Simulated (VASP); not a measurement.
ZnCd3Si4P8:

```
CELL_PARAMETERS angstrom
11.14325 -0.00006 -0.00002
-0.00003 5.57162 -0.00001
-0.00002 -0.00002 10.48677
ATOMIC_POSITIONS crystal
Cd 0.99683 0.99062 0.99945
Cd 0.99877 0.50218 0.24919
Cd 0.50300 0.49936 0.25140
Cd 0.25238 0.99849 0.75010
Cd 0.24778 0.49718 0.49767
Cd 0.75109 0.49756 0.50132
Zn 0.49986 0.00006 0.00136
Zn 0.75055 0.00096 0.75091
Si 0.00247 0.00465 0.50096
Si 0.49712 0.00693 0.50039
Si 0.24984 0.00100 0.25000
Si 0.75176 0.00679 0.25049
Si 0.24638 0.49827 0.99860
Si 0.75149 0.49275 0.00437
Si 0.99950 0.50886 0.75150
Si 0.49832 0.50154 0.75020
P 0.13964 0.24701 0.12441
P 0.64378 0.24956 0.12281
P 0.10726 0.25221 0.62342
P 0.60411 0.24879 0.62640
P 0.35772 0.75336 0.12377
P 0.85521 0.74795 0.12727
P 0.37639 0.21114 0.37317
P 0.87402 0.20873 0.37268
P 0.12520 0.79109 0.37554
P 0.62450 0.78756 0.37750
P 0.12621 0.71431 0.87419
P 0.62341 0.72128 0.87393
P 0.39012 0.74348 0.62648
P 0.89316 0.74849 0.62332
P 0.37733 0.28770 0.87431
P 0.87705 0.28303 0.87569
```

Base run:

```yaml
Program: VASP 6.6.1
Functional: PBEsol
Potentials_or_basis: VASP PAW PBE potentials, release 64 (Cd, Zn, Si, P)
Cutoff: 500 eV
k_mesh: 1 × 1 × 1, shifted
Occupations: fermi-dirac, width 0.05 eV
Spin: no spin polarisation
```

Its results: band gap on the k mesh 2.21 eV; pressure 0.7 GPa; largest force 1.217 eV/Å.

Task: The run is repeated on the same cell with these changes: dispersion from none to D4. What comes out?

Result: Band gap on the k mesh 2.21 eV; pressure -0.8 GPa; largest force 1.216 eV/Å.

Dispersion adds attraction, which lowers the pressure at fixed volume and, as a term added to the energy, leaves the levels alone.

Caveats: the PAW data sets were made with another functional, which shifts forces and pressure a little; a shifted mesh leaves out Γ, where band edges can lie.

A k mesh can miss the band edges.
